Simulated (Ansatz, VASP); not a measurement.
**Mo in VASP and in Ansatz**

File INCAR:

```
SYSTEM = Mo
ALGO = Fast
EDIFF = 1E-7
ENCUT = 520
GGA = PE
ISIF = 2
ISMEAR = 0
LASPH = .TRUE.
LCHARG = .FALSE.
LREAL = .FALSE.
LWAVE = .FALSE.
NBANDS = 13
NELM = 80
PREC = Accurate
SIGMA = 0.15
```

KPOINTS

```
k-points
0
G
  20 20 20
  0 0 0
```

The input POSCAR:

```
Mo
1.0
   -1.5591378139      1.7171612076      1.4644027894
    1.5591378139     -1.7171612076      1.4644027894
    1.5591378139      1.7171612076     -1.4644027894
Mo
1
Direct
    0.0000000000      0.0000000000      0.0000000000
```

Input for Ansatz:

```yaml
crystal:
  lattice:
    - [-1.5591378139, 1.7171612076, 1.4644027894]
    - [1.5591378139, -1.7171612076, 1.4644027894]
    - [1.5591378139, 1.7171612076, -1.4644027894]
  atoms:
    - { symbol: Mo, position: [0.0, 0.0, 0.0] }
basis:
  ecutwfc: 420
kpoints:
  mp_grid: { grid: [20, 20, 20] }
hamiltonian:
  xc: pbe
  pseudopotentials: { kind: paw, azcp: { folder: soft_1 } }
scf:
  occupations: { method: gaussian, width: 0.15 }
output:
  forces: true
  stress: true
  eigenvalues: true
```

Change from the starting cell: strain +e along x and -e along y -0.0500, strain +e along z and -e/2 along x and y -0.0733.

Alike in both runs: task single point; functional PBE; k mesh 20 × 20 × 20; occupations gaussian, width 0.15 eV; no spin polarisation.

|  | VASP | Ansatz |
| --- | --- | --- |
| version | VASP 6.6.1 | Ansatz 0.2.0 |
| potentials or method | VASP PAW PBE potentials, release 64 (Mo_sv), cutoff 520 eV | scalar-relativistic, plane waves, PAW |
| valence electrons in the cell | 14 | 14 |

VASP gave:

```
gap on the k mesh at the Fermi level (eV)                     : none
pressure (GPa)                                                : 4.5
traceless stress, the component that is largest in VASP (GPa) : -19.05
```

Question: Estimate Ansatz's values.

Answer: gap on the k mesh at the Fermi level (eV): none; pressure (GPa): 4.0; traceless stress, the component that is largest in VASP (GPa): -19.07.

A gap of «none» marks a metal or a gap that the smearing closes.
